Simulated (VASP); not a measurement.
**KBr: single point with LDA**

Crystal: KBr.

```
CELL_PARAMETERS angstrom
3.86180 0.00000 0.00000
0.00000 3.86180 0.00000
0.00000 0.00000 7.72360
ATOMIC_POSITIONS crystal
K 0.00000 0.00000 0.00000
K 0.00000 0.00000 0.50000
Br 0.35457 0.50000 0.25000
Br 0.64543 0.50000 0.75000
```

This cell differs from its parent crystal: atoms displaced along a vibrational mode, the cell strained.

* Program: VASP 6.6.1
* Task: single point
* Functional: LDA
* Potentials or basis: VASP PAW LDA potentials, release 64 (K_sv, Br)
* Cutoff: 520 eV
* k mesh: 6 × 6 × 4
* Occupations: gaussian, width 0.05 eV
* Spin: no spin polarisation

* Pressure: 1.8 GPa
* Largest force: 0.553 eV/Å
* Band gap on the k mesh: 3.94 eV (least direct gap 4.09 eV)

Forces in eV/Å, atoms in the order of the input:
```
K    0.000  0.000  0.000
K    0.000  0.000  0.000
Br   0.553  0.000  0.000
Br  -0.553  0.000  0.000
```

Stress tensor (GPa, compression positive):
```
1.08 0.00 0.00
0.00 2.52 0.00
0.00 0.00 1.88
```

Levels at points of the mesh, in eV from the valence-band top:
| k point | band 13 | band 14 | band 15 | band 16 | band 17 | band 18 | band 19 | band 20 |
| --- | --- | --- | --- | --- | --- | --- | --- | --- |
| (0.00, 0.00, 0.00) | -0.44 | -0.44 | -0.30 | -0.15 | 3.94 | 5.28 | 6.09 | 6.50 |
| (0.50, 0.00, 0.00) | -1.41 | -0.82 | -0.44 | -0.04 | 5.61 | 6.18 | 6.90 | 6.99 |
| (0.00, 0.50, 0.00) | -1.51 | -0.68 | -0.15 | -0.04 | 5.12 | 6.25 | 6.38 | 6.71 |
| (0.50, 0.50, 0.00) | -1.71 | -1.56 | -1.53 | -0.27 | 4.97 | 6.47 | 6.90 | 7.15 |
| (0.00, 0.00, 0.50) | -0.40 | -0.40 | -0.29 | -0.29 | 5.21 | 5.21 | 6.19 | 6.19 |
| (0.50, 0.00, 0.50) | -0.97 | -0.97 | -0.25 | -0.25 | 5.79 | 5.79 | 6.77 | 6.77 |
| (0.00, 0.50, 0.50) | -1.19 | -1.19 | -0.02 | -0.02 | 5.93 | 5.93 | 6.72 | 6.72 |
| (0.50, 0.50, 0.50) | -1.73 | -1.73 | -1.02 | -1.02 | 5.79 | 5.79 | 6.78 | 6.78 |

Run time: 50 s on 1 thread of Intel(R) Xeon(R) 6975P-C (Granite Rapids) (shared host), peak memory 0.26 GiB.

Caveat: the cell differs from its parent crystal (atoms displaced along a vibrational mode, the cell strained). A k mesh can miss the band edges.
